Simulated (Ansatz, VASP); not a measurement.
**BiTe: VASP beside Ansatz**

INCAR

```
PREC = Accurate
ENCUT = 520
EDIFF = 1E-6
ISMEAR = -1
SIGMA = 0.05
LREAL = False
LASPH = True
NELM = 80
ALGO = Normal
ISIF = 2
LWAVE = False
LCHARG = False
GGA = PS
NBANDS = 18
```

File KPOINTS:

```
regular mesh
0
Gamma
  5 5 5
```

File POSCAR:

```
BiTe
1.0
    2.4227077728      1.3987509848      3.3172919545
   -2.4227077728      1.3987509848      3.3172919545
    0.0000000000     -2.7975019696      3.3172919545
Bi Te
1 1
Direct
    0.5000000000      0.5000000000      0.5000000000
    0.0000000000      0.0000000000      0.0000000000
```

Contents of input.yaml:

```yaml
crystal:
  lattice:
    - [2.4227077728, 1.3987509848, 3.3172919545]
    - [-2.4227077728, 1.3987509848, 3.3172919545]
    - [0.0, -2.7975019696, 3.3172919545]
  atoms:
    - { symbol: Bi, position: [0.5, 0.5, 0.5] }
    - { symbol: Te, position: [0.0, 0.0, 0.0] }
kpoints:
  mp_grid: { grid: [5, 5, 5] }
  band_path:
    path:
      - [0.0, 0.0, 0.0]
      - [0.5, 0.0, 0.0]
      - [0.5, 0.2851949954, -0.2851949954]
    npoints: 8
scf:
  occupations: { method: fermi_dirac, width: 0.05 }
hamiltonian:
  xc: pbesol
  pseudopotentials: { kind: all_electron, lapw: { basis_error: 0.001 } }
output:
  forces: true
  stress: true
  eigenvalues: true
```

Alike in both runs: functional PBEsol; k mesh 5 × 5 × 5; occupations fermi-dirac, width 0.05 eV; no spin polarisation.

|  | VASP | Ansatz |
| --- | --- | --- |
| version | VASP 6.6.1 | Ansatz 0.2.0 |
| potentials or method | VASP PAW PBE potentials, release 64 (Bi_d, Te), cutoff 520 eV | all-electron LAPW, scalar-relativistic |
| task | single point | band structure |

VASP gave:

| Item | Value |
| --- | --- |
| gap on the k mesh at the Fermi level (eV) | none |
| pressure (GPa) | -2.6 |
| traceless stress, the component that is largest in VASP (GPa) | 0.23 |

Problem. Estimate Ansatz's values.

Solution. gap on the k mesh at the Fermi level (eV): none; pressure (GPa): -2.5; traceless stress, the component that is largest in VASP (GPa): 0.22.

VASP's potentials were made for PBE, not for PBEsol. A gap of «none» marks a metal or a gap that the smearing closes. Ansatz ran all-electron here, and VASP with PAW potentials.

Spin-orbit coupling is off throughout. Noted on Ansatz's run: the k mesh is thin for a metal, which can move the energy by tens of meV per atom.
